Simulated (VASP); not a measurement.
Here is a VASP 6.6.1 calculation.

Contents of INCAR:

```
PREC     = Accurate       # precision mode
ENCUT    = 520            # plane-wave cutoff, eV
EDIFF    = 1E-6           # SCF threshold, eV
ISMEAR   = 0              # smearing method
SIGMA    = 0.05           # smearing width, eV
LREAL    = F              # projectors in reciprocal space
LASPH    = T              # aspherical terms in the spheres
NELM     = 100            # most SCF steps
ALGO     = Normal         # electronic algorithm
ISIF     = 2              # what is computed and relaxed
LWAVE    = F              # write WAVECAR
LCHARG   = T              # write CHGCAR
LELF     = T              # ELF
LVHAR    = T            
NBANDS   = 21             # bands
```

Contents of KPOINTS:

```
Automatic mesh
0
Gamma
  8 8 6
```

The input POSCAR:

```
AlGaN2
1.0
    3.1152864692      0.0000000000      0.0000000000
    0.0000000000      3.1152864692      0.0000000000
    0.0000000000      0.0000000000      4.3843301796
Al Ga N
1 1 2
Direct
    0.5000000000      0.5000000000      0.5000000000
    0.0000000000      0.0000000000      0.0000000000
    0.5000000000      0.0000000000      0.7400513247
    0.0000000000      0.5000000000      0.2599486753
```

Potentials or basis: VASP PAW LDA potentials, release 64 (Al, Ga_d, N).

Command:

```console
$ cat potpaw_LDA.64/Al/POTCAR potpaw_LDA.64/Ga_d/POTCAR potpaw_LDA.64/N/POTCAR > POTCAR
$ mpirun -np 1 vasp_std > vasp.out
```

Question: Predict the band gap on the k mesh.

Answer: 3.07 eV, direct.

Question: Estimate the largest force.

Answer: 0.030 eV/Å.

Forces in eV/Å, atoms in the order of the input:
```
Al   0.000  0.000  0.000
Ga   0.000  0.000  0.000
N    0.000  0.000 -0.030
N    0.000  0.000  0.030
```

A k mesh can miss the band edges. Expect the measured gap to be larger: semilocal functionals such as LDA lack the derivative discontinuity.
